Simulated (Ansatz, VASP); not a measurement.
**One calculation of Sb, two programs**

The input INCAR:

```
PREC = Accurate
ENCUT = 600
EDIFF = 1E-6
ISMEAR = 0
SIGMA = 0.1
LREAL = False
LASPH = True
NELM = 100
ALGO = Normal
ISIF = 3
LWAVE = False
LCHARG = False
GGA = PE
IBRION = 2
NSW = 90
EDIFFG = -0.04
```

File KPOINTS:

```
Automatic mesh
0
Gamma
  6 6 6
```

POSCAR

```
Sb
1.0
    3.0311485627      0.0000000000      0.0000000000
    0.0000000000      3.0311485627      0.0000000000
    0.0000000000      0.0000000000      3.2869034282
Sb
1
Direct
    0.0000000000      0.0000000000      0.0000000000
```

Input for Ansatz:

```yaml
crystal:
  lattice:
    - [3.0311485627, 0.0, 0.0]
    - [0.0, 3.0311485627, 0.0]
    - [0.0, 0.0, 3.2869034282]
  atoms:
    - { symbol: Sb, position: [0.0, 0.0, 0.0] }
basis:
  ecutwfc: 420
kpoints:
  mp_grid: { grid: [6, 6, 6] }
hamiltonian:
  xc: pbe
scf:
  occupations: { method: gaussian, width: 0.1 }
  lower_state_search: "off"
output:
  forces: true
  stress: true
  eigenvalues: true
relax:
  adjacent_minimum: "off"
  f_tol: 0.04
  max_steps: 70
  cell: { stress_tol: 0.4 }
```

Alike in both runs: task relaxation of cell and atoms; functional PBE; k mesh 6 × 6 × 6; occupations gaussian, width 0.1 eV; no spin polarisation.

```csv
,VASP,Ansatz
version,VASP 6.6.1,Ansatz 0.2.0
potentials or method,"VASP PAW PBE potentials, release 64 (Sb), cutoff 600 eV","scalar-relativistic, plane waves, PAW"
valence electrons in the cell,5,15
```

Ansatz gave:

| Quantity | Value |
| --- | --- |
| gap on the k mesh at the Fermi level, each at its own relaxed structure (eV) | none |
| relaxed volume (Å³/atom) | 30.49 |
| relaxed cell length with the largest relative difference (Å) | 3.188 |

What did VASP give for the same quantities?

gap on the k mesh at the Fermi level, each at its own relaxed structure (eV): none; relaxed volume (Å³/atom): 30.54; relaxed cell length with the largest relative difference (Å): 3.190.

A gap of «none» marks a metal or a gap that the smearing closes. VASP's potentials hold 5 valence electrons a cell and Ansatz's 15, so a difference there can come from the potentials and not from the codes.

Spin-orbit coupling is off throughout.
